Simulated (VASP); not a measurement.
A run of VASP 6.6.1 is set up as follows.

Contents of INCAR:

```
SYSTEM = Co2Ru
ALGO     = Normal         ! electronic algorithm
EDIFF    = 1E-6           ! SCF threshold, eV
ENCUT    = 520            ! plane-wave cutoff, eV
GGA      = PE             ! functional
ISIF     = 2              ! what is computed and relaxed
ISMEAR   = 0              ! smearing method
ISPIN    = 2              ! spin polarisation
LASPH    = .TRUE.         ! aspherical terms in the spheres
LCHARG   = .FALSE.        ! write CHGCAR
LMAXMIX  = 4              ! l up to which the mixer works
LORBIT   = 11             ! projections on sites
LREAL    = .FALSE.        ! projectors in reciprocal space
LWAVE    = .FALSE.        ! write WAVECAR
MAGMOM   = 1.82 1.82 1.82 1.82 0.39 0.39 ! initial moments
NBANDS   = 45             ! bands
NELM     = 150            ! most SCF steps
PREC     = Accurate       ! precision mode
SIGMA    = 0.1            ! smearing width, eV
```

Contents of KPOINTS:

```
k-points
0
G
  6 6 6
  0 0 0
```

Contents of POSCAR:

```
Co2Ru
1.0
    0.0000000000      3.3085464304      3.3085464304
    3.3085464304      0.0000000000      3.3085464304
    3.3085464304      3.3085464304      0.0000000000
Co Ru
4 2
Direct
    0.6250000000      0.6250000000      0.6250000000
    0.1250000000      0.6250000000      0.6250000000
    0.6250000000      0.6250000000      0.1250000000
    0.6250000000      0.1250000000      0.6250000000
    0.0000000000      0.0000000000      0.0000000000
    0.2500000000      0.2500000000      0.2500000000
```

Potentials or basis: VASP PAW PBE potentials, release 64 (Co, Ru_pv).

Launch:

```bash
$ cat potpaw_PBE.64/Co/POTCAR potpaw_PBE.64/Ru_pv/POTCAR > POTCAR
$ mpirun -np 1 vasp_std > vasp.out
```

Question: Predict the net moment.

Answer: 8.34 μB per cell.

Question: What does it give for the pressure?

Answer: -0.8 GPa.
